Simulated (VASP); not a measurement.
Set up this calculation in VASP 6.6.1, as the native input.

- Task: relaxation of the atoms
- Functional: LDA
- Potentials or basis: VASP PAW LDA potentials, release 64 (Mg, Ti_sv, N)
- Cutoff: 520 eV
- k mesh: 7 × 7 × 1
- Occupations: fermi-dirac, width 0.1 eV
- Spin: no spin polarisation
- Dipole correction: yes
- Atoms held fixed (from 0): [0, 1, 2, 3]
- Further INCAR settings: ALGO = Normal; EDIFF = 1e-07; NELMDL = -8; IBRION = 2; EDIFFG = -0.05; NSW = 45

The structure of Mg2Ti2N lies in POSCAR:

```
Mg2Ti2N
1.0
    2.8943431300      0.0000000000      0.0000000000
   -1.4471715600      2.5065746700      0.0000000000
    0.0000000000      0.0000000000     22.8883815000
Mg Ti N
2 2 1
Selective dynamics
Direct
    0.0000000000      0.0000000000      0.2839868778  F F F
    0.0000000000      0.0000000000      0.5137506555  F F F
    0.6666666700      0.3333333300      0.3988687667  F F F
    0.6666666700      0.3333333300      0.6286325444  F F F
    1.0000000033      0.9999999967      0.7160131222  T T T
```

The input as run:

INCAR

```
SYSTEM = Mg2Ti2N
PREC = Accurate ; ENCUT = 520
EDIFF = 1E-7 ; ISMEAR = -1
SIGMA = 0.1 ; LREAL = .False.
LASPH = .True. ; NELM = 120
ALGO = Normal ; ISIF = 2
LWAVE = .False. ; LCHARG = .False.
LDIPOL = .True. ; IDIPOL = 3
DIPOL = 0.5 0.5 0.508 ; GGA = CA
IBRION = 2 ; NSW = 45
EDIFFG = -0.05 ; GGA_COMPAT = .False.
NELMIN = 4 ; NELMDL = -8
```

KPOINTS

```
Automatic mesh
0
Gamma
  7 7 1
  0 0 0
```

Potentials or basis: VASP PAW LDA potentials, release 64 (Mg, Ti_sv, N).

Run with:

```bash
$ cat potpaw_LDA.64/Mg/POTCAR potpaw_LDA.64/Ti_sv/POTCAR potpaw_LDA.64/N/POTCAR > POTCAR
$ mpirun -np 1 vasp_std > vasp.out
```

Results of the run:

| Quantity | Value |
| --- | --- |
| Energy gained by relaxing | 1190.9 meV/atom |
| Ionic steps | 14 |
| Band gap on the k mesh | zero (an odd number of electrons rules out a gap without spin polarisation) |

It took 8.3 min on 1 thread of AMD EPYC 7R13 (shared host), peak memory 0.24 GiB.
